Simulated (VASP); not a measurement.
Input of a VASP 6.6.1 run:

INCAR

```
ALGO     = Normal         # electronic algorithm
EDIFF    = 1E-8           # SCF threshold, eV
ENCUT    = 520            # plane-wave cutoff, eV
ISIF     = 2              # what is computed and relaxed
ISMEAR   = -1             # smearing method
LASPH    = T              # aspherical terms in the spheres
LCHARG   = F              # write CHGCAR
LEFG     = T            
LREAL    = F              # projectors in reciprocal space
LWAVE    = F              # write WAVECAR
NBANDS   = 26             # bands
NELM     = 60             # most SCF steps
PREC     = Accurate       # precision mode
SIGMA    = 0.01           # smearing width, eV
```

The input KPOINTS:

```
k-points
0
Gamma
  8 8 5
```

File POSCAR:

```
ZnO
1.0
    3.2709185479      0.0000000000      0.0000000000
   -1.6354592739      2.8326985562      0.0000000000
    0.0000000000      0.0000000000      5.2382632560
Zn O
2 2
Direct
    0.3333333333      0.6666666667      0.0000000000
    0.6666666667      0.3333333333      0.5000000000
    0.3333333333      0.6666666667      0.3821000000
    0.6666666667      0.3333333333      0.8821000000
```

Potentials or basis: VASP PAW LDA potentials, release 64 (Zn, O).

The run is started by

```console
$ cat potpaw_LDA.64/Zn/POTCAR potpaw_LDA.64/O/POTCAR > POTCAR
$ mpirun -np 1 vasp_std > vasp.out
```

Problem. Estimate the band gap on the k mesh.

Solution. 0.71 eV, direct.

Problem. What does it give for the pressure?

Solution. -8.5 GPa.

Problem. What does it give for the largest force?

Solution. 0.040 eV/Å.

Electric field gradients, principal values (V/Å²):
```
atom   least  middle  greatest (by size)
1 Zn  -3.789  -3.791               7.581
2 Zn  -3.789  -3.791               7.581
 3 O   1.752   1.763              -3.515
 4 O   1.752   1.763              -3.515
```

Caveat: without QUAD_EFG the Cq values of the log hold for a quadrupole moment of 1 mb, not for the nuclei.
